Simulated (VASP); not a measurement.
Set up this calculation in VASP 6.6.1, as the native input.

```
Task                   : relaxation of cell and atoms
Functional             : PBEsol
Potentials or basis    : VASP PAW PBE potentials, release 64 (Ti_sv, C)
Cutoff                 : 600 eV
k mesh                 : 14 × 14 × 14
Occupations            : gaussian, width 0.15 eV
Spin                   : no spin polarisation
Dipole correction      : no
Further INCAR settings : ALGO = Normal; EDIFF = 1e-07; IBRION = 2; EDIFFG = -0.01; NSW = 100; ISIF = 3
```

The structure of TiC lies in POSCAR:

```
TiC
1.0
    0.0000000000      2.1466854824      2.1466854824
    2.1466854824      0.0000000000      2.1466854824
    2.1466854824      2.1466854824      0.0000000000
Ti C
1 1
Direct
    0.0013739670      0.0014300661      0.0031672451
    0.4986260330      0.4985699339      0.4968327549
```

One way to write it, as run:

INCAR

```
SYSTEM = TiC
PREC = Accurate
ENCUT = 600
EDIFF = 1E-7
ISMEAR = 0
SIGMA = 0.15
LREAL = .FALSE.
LASPH = .TRUE.
NELM = 80
ALGO = Normal
ISIF = 3
LWAVE = .FALSE.
LCHARG = .FALSE.
GGA = PS
IBRION = 2
NSW = 100
EDIFFG = -0.01
```

KPOINTS

```
Automatic mesh
0
G
  14 14 14
  0 0 0
```

Potentials or basis: VASP PAW PBE potentials, release 64 (Ti_sv, C).

Run with:

```console
$ cat potpaw_PBE.64/Ti_sv/POTCAR potpaw_PBE.64/C/POTCAR > POTCAR
$ mpirun -np 1 vasp_std > vasp.out
```

It gave:

```
Relaxed volume                        : 9.90 Å³/atom
Relaxed cell                          : a = 3.036 Å, b = 3.036 Å, c = 3.036 Å, α = 60.01°, β = 60.01°, γ = 60.02°
Space group after relaxing (to 0.1 Å) : Fm-3m (No. 225)
Energy gained by relaxing             : 2.4 meV/atom
Ionic steps                           : 5
Pressure after relaxing               : 0.0 GPa
Band gap on the k mesh                : zero (bands 8 and 9 overlap by 1.08 eV)
```

Caveat: the PAW data sets were made with another functional, which shifts forces and pressure a little.

Wall time 11 min on 1 thread of Intel(R) Xeon(R) Platinum 8375C CPU @ 2.90GHz (Ice Lake), on a shared host, peak memory 0.55 GiB.
